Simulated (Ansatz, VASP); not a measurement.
# One calculation of TiC, two programs

```
Ti C
1.0
     0.00000    2.16572    2.16572
     2.16572    0.00000    2.16572
     2.16572    2.16572    0.00000
Ti C
1 1
Direct
  0.00000 0.00000 0.00000
  0.50000 0.50000 0.50000
```

Alike in both runs: functional LDA; k mesh 11 × 11 × 11; occupations fermi-dirac, width 0.05 eV; no spin polarisation.

|  | VASP | Ansatz |
| --- | --- | --- |
| version | VASP 6.6.1 | Ansatz 0.2.0 |
| potentials or method | VASP PAW LDA potentials, release 64 (Ti_sv, C), cutoff 520 eV | all-electron LAPW, scalar-relativistic |
| task | single point | band structure |

VASP gave:

| Quantity | Value |
| --- | --- |
| gap on the k mesh at the Fermi level (eV) | none |
| pressure (GPa) | -12.0 |

Question: Estimate Ansatz's values.

Answer: gap on the k mesh at the Fermi level (eV): none; pressure (GPa): -12.5.

LDA's correlation is that of Perdew and Zunger in VASP and of Perdew and Wang (1992) in Ansatz. A gap of «none» marks a metal or a gap that the smearing closes. Ansatz ran all-electron here, and VASP with PAW potentials.
